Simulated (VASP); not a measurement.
Set up this calculation in VASP 6.6.1, as the native input.

```
Task                   : relaxation of cell and atoms
Functional             : PBE
Potentials or basis    : VASP PAW PBE potentials, release 64 (Na_pv, Os)
Cutoff                 : 600 eV
k mesh                 : 18 × 18 × 6
Occupations            : gaussian, width 0.1 eV
Spin                   : no spin polarisation
Dipole correction      : no
Further INCAR settings : ALGO = Fast; EDIFF = 1e-07; IBRION = 2; EDIFFG = -0.01; NSW = 100; ISIF = 3
```

The structure of NaOs2 lies in POSCAR:

```
NaOs2
1.0
    2.7571619154      0.0000000000      0.0000000000
   -1.3785809577      2.3877722610      0.0000000000
    0.0000000000      0.0000000000      7.5864470810
Na Os
1 2
Direct
    0.0000000000      0.0000000000      0.5000000000
    0.3333333333      0.6666666667      0.8645955836
    0.6666666667      0.3333333333      0.1354044164
```

One way to write it, as run:

INCAR

```
PREC = Accurate
ENCUT = 600
EDIFF = 1E-7
ISMEAR = 0
SIGMA = 0.1
LREAL = F
LASPH = T
NELM = 60
ALGO = Fast
ISIF = 3
LWAVE = F
LCHARG = F
GGA = PE
IBRION = 2
NSW = 100
EDIFFG = -0.01
```

KPOINTS

```
regular mesh
0
Gamma
  18 18 6
```

Potentials or basis: VASP PAW PBE potentials, release 64 (Na_pv, Os).

The run is started by

```bash
$ cat potpaw_PBE.64/Na_pv/POTCAR potpaw_PBE.64/Os/POTCAR > POTCAR
$ mpirun -np 1 vasp_std > vasp.out
```

It gave:

```json
{"Relaxed volume": "16.67 Å³/atom", "Relaxed cell": "a = 2.761 Å, b = 2.761 Å, c = 7.576 Å, α = 90.00°, β = 90.00°, γ = 120.00°", "Space group after relaxing (to 0.05 Å)": "P-3m1 (No. 164)", "Energy gained by relaxing": "1.0 meV/atom", "Ionic steps": "7", "Pressure after relaxing": "0.0 GPa", "Largest force after relaxing": "0.006 eV/Å"}
```

Wall time 12 min on 1 thread of Intel Xeon 6975P-C, on a shared host, peak memory 0.35 GiB.
